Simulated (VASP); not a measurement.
## RbCl: elastic constants with PBEsol

RbCl:

```
Rb Cl
1.0
     0.00000    3.27400    3.27400
     3.27400    0.00000    3.27400
     3.27400    3.27400    0.00000
Rb Cl
1 1
Direct
  0.00000 0.00000 0.00000
  0.50000 0.50000 0.50000
```

* Program: VASP 6.6.1
* Task: elastic constants
* Functional: PBEsol
* Potentials or basis: VASP PAW PBE potentials, release 64 (Rb_sv, Cl)
* Cutoff: 500 eV
* k mesh: 6 × 6 × 6
* Occupations: gaussian, width 0.01 eV
* Spin: no spin polarisation
* Dipole correction: no
* Ions in elastic constants: relaxed
* Further INCAR settings: ALGO = Normal; EDIFF = 1e-08; IBRION = 6; POTIM = 0.015; NSW = 1; ISIF = 3

```
Elastic constants C11, C12, C44                         : 39, 5, 5 GPa
Voigt bulk modulus                                      : 17 GPa
Highest phonon frequency at Γ, LO-TO splitting left out : 113 cm⁻¹
```

Phonon frequencies in cm⁻¹ (negative: imaginary):
```csv
q point,frequencies
"(0.000, 0.000, 0.000)",0 0 0 113 113 113
```

Elastic tensor in Voigt notation (GPa, in the Cartesian axes of the cell as first typed):
```
39  5  5  0  0  0
 5 39  5  0  0  0
 5  5 39  0  0  0
 0  0  0  5  0  0
 0  0  0  0  5  0
 0  0  0  0  0  5
```

Clamped-ion elastic tensor (GPa):
```
39  5  5  0  0  0
 5 39  5  0  0  0
 5  5 39  0  0  0
 0  0  0  5  0  0
 0  0  0  0  5  0
 0  0  0  0  0  5
```

Run time: 2.9 min on 1 thread of Intel(R) Xeon(R) 6975P-C (Granite Rapids) (shared host), peak memory 0.27 GiB.

Caveat: the PAW data sets were made with another functional, which shifts forces and pressure a little.
